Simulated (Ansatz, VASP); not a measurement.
Given: the input of a run of Ansatz 0.2.0 on Ge.

File input.yaml:

```yaml
crystal:
  lattice:
    - [1.397149, -2.600516, 0.0]
    - [1.397149, 2.600516, 0.0]
    - [0.0, 0.0, 2.698231]
  atoms:
    - { symbol: Ge, position: [0.5, 0.5, 0.0] }
hamiltonian:
  xc: pbe
  pseudopotentials: { kind: paw }
kpoints:
  mp_grid: { grid: [11, 11, 10] }
scf:
  occupations: { method: gaussian, width: 0.022 }
output:
  forces: true
  stress: true
  eigenvalues: true
```

Potentials or basis: Ansatz PAW.

The run is started by

```sh
$ ansatz run input.yaml --threads 2 --pin off --max-ram 5632MiB --backend cpu --events-out ev --progress --plain --runs-dir out
```

Set up the same calculation for VASP 6.6.1. Potentials there: VASP PAW PBE potentials, release 64 (Ge_d).

As run (the cutoff follows the program's own potentials):

Contents of INCAR:

```
PREC = Accurate
ENCUT = 520
EDIFF = 1E-6
ISMEAR = 0
SIGMA = 0.022
LREAL = False
LASPH = True
NELM = 60
ALGO = Normal
ISIF = 2
LWAVE = False
LCHARG = True
GGA = PE
LELF = True
LVHAR = True
NBANDS = 13
```

The input KPOINTS:

```
regular mesh
0
Gamma
  11 11 10
```

Contents of POSCAR:

```
Ge
1.0
    1.3971490000     -2.6005160000      0.0000000000
    1.3971490000      2.6005160000      0.0000000000
    0.0000000000      0.0000000000      2.6982310000
Ge
1
Direct
    0.5000000000      0.5000000000      0.0000000000
```

Potentials or basis: VASP PAW PBE potentials, release 64 (Ge_d).

Command:

```sh
$ cat potpaw_PBE.64/Ge_d/POTCAR > POTCAR
$ mpirun -np 1 vasp_std > vasp.out
```

Both were run:

|  | VASP | Ansatz | Ansatz less VASP |
| --- | --- | --- | --- |
| gap on the k mesh at the Fermi level (eV) | none | none | - |
| pressure (GPa) | -0.8 | -0.6 | +0.19 |
| traceless stress, the component that is largest in VASP (GPa) | -2.17 | -2.18 | -0.010 |

A gap of «none» marks a metal or a gap that the smearing closes.
